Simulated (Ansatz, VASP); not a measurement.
Two plane-wave programs on MgRh

INCAR

```
PREC = Accurate
ENCUT = 520
EDIFF = 1E-6
ISMEAR = 1
SIGMA = 0.1
LREAL = False
LASPH = True
NELM = 80
ALGO = Normal
ISIF = 2
LWAVE = False
LCHARG = False
GGA = CA
NBANDS = 16
```

The input KPOINTS:

```
Automatic mesh
0
Gamma
  7 7 7
```

File POSCAR:

```
MgRh
1.0
    3.0573137843      0.0000000000      0.0000000000
    0.0000000000      3.0573137843      0.0000000000
    0.0000000000      0.0000000000      3.0573137843
Mg Rh
1 1
Direct
    0.0000000000      0.0000000000      0.0000000000
    0.5000000000      0.5000000000      0.5000000000
```

Input for Ansatz:

```yaml
crystal:
  lattice:
    - [3.057313784305997, 0.0, 0.0]
    - [0.0, 3.057313784305997, 0.0]
    - [0.0, 0.0, 3.057313784305997]
  atoms:
    - { symbol: Mg, position: [0.0, 0.0, 0.0] }
    - { symbol: Rh, position: [0.5, 0.5, 0.5] }
basis:
  ecutwfc: 500.0
kpoints:
  mp_grid:
    grid: [7, 7, 7]
hamiltonian:
  xc: lda
scf:
  mixing:
    algorithm: msr1
    beta: 0.2
    ndim: 8
  occupations:
    method: cold
output:
  stress: true
```

Alike in both runs: task single point; functional LDA; k mesh 7 × 7 × 7; no spin polarisation.

|  | VASP | Ansatz |
| --- | --- | --- |
| version | VASP 6.6.1 | Ansatz 0.2.0 |
| potentials or method | VASP PAW LDA potentials, release 64 (Mg, Rh_pv), cutoff 520 eV | plane waves, PAW |
| occupations | methfessel-paxton of order 1, width 0.1 eV | cold |
| valence electrons in the cell | 17 | 27 |

|  | VASP | Ansatz | Ansatz less VASP |
| --- | --- | --- | --- |
| pressure (GPa) | -1.6 | -1.3 | +0.33 |

LDA's correlation is that of Perdew and Zunger in VASP and of Perdew and Wang (1992) in Ansatz. VASP's potentials hold 17 valence electrons a cell and Ansatz's 27, so a difference there can come from the potentials and not from the codes.
